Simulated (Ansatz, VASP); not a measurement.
Ni: VASP beside Ansatz

The input INCAR:

```
ALGO = Normal ; EDIFF = 1E-7
ENCUT = 520 ; GGA = PE
ISIF = 2 ; ISMEAR = -1
ISPIN = 2 ; LASPH = True
LCHARG = False ; LMAXMIX = 4
LORBIT = 11 ; LREAL = False
LWAVE = False ; MAGMOM = 1.5
NBANDS = 15 ; NELM = 150
PREC = Accurate ; SIGMA = 0.05
```

File KPOINTS:

```
k-points
0
Gamma
  20 20 20
```

File POSCAR:

```
Ni
1.0
    0.0530385000      1.7944692500      1.7944692500
    1.7944692500      0.0530385000      1.7944692500
    1.7944692500      1.7944692500      0.0530385000
Ni
1
Direct
    0.0000000000      0.0000000000      0.0000000000
```

Input for Ansatz:

```yaml
crystal:
  lattice:
    - [0.0530385, 1.79446925, 1.79446925]
    - [1.79446925, 0.0530385, 1.79446925]
    - [1.79446925, 1.79446925, 0.0530385]
  atoms:
    - { symbol: Ni, position: [0.0, 0.0, 0.0], spin: 1.5 }
magnetization:
  spin_polarized: true
kpoints:
  mp_grid: { grid: [20, 20, 20] }
  band_path:
    path:
      - [0.0, 0.0, 0.0]
      - [0.5, 0.5, 0.5]
      - [0.2428775097, 0.5, 0.7571224903]
      - [-0.2428775097, 0.2428775097, 0.5]
      - [0.0, 0.0, 0.5]
      - [0.0, 0.0, 0.0]
      - [-0.3714387548, 0.0, 0.3714387548]
      - [0.0, 0.3714387548, 0.6285612452]
      - [0.0, 0.5, 0.5]
    npoints: 5
scf:
  occupations: { method: fermi_dirac, width: 0.05 }
hamiltonian:
  xc: pbe
  pseudopotentials: { kind: all_electron, lapw: { basis_error: 0.00025 } }
output:
  forces: true
  stress: true
  eigenvalues: true
```

Change from the starting cell: equal xy, yz and zx shear strains of +3 %.

Alike in both runs: task single point; functional PBE; k mesh 20 × 20 × 20; occupations fermi-dirac, width 0.05 eV; collinear spin.

```csv
,VASP,Ansatz
version,VASP 6.6.1,Ansatz 0.2.0
potentials or method,"VASP PAW PBE potentials, release 64 (Ni), cutoff 520 eV","all-electron LAPW, scalar-relativistic"
```

Ansatz gave:

| Item | Value |
| --- | --- |
| pressure (GPa) | -2.2 |
| traceless stress, the component that is largest in VASP (GPa) | -3.81 |
| net moment per atom (μB) | 0.64 |
| size of the moment on the site where the two differ most (μB) | 0.67 |

Q: Estimate VASP's values.

A: Pressure (GPa): -2.2; traceless stress, the component that is largest in VASP (GPa): -3.75; net moment per atom (μB): 0.63; size of the moment on the site where the two differ most (μB): 0.64.

Site moments also hang on the region over which each program counts them. Ansatz ran all-electron here, and VASP with PAW potentials.
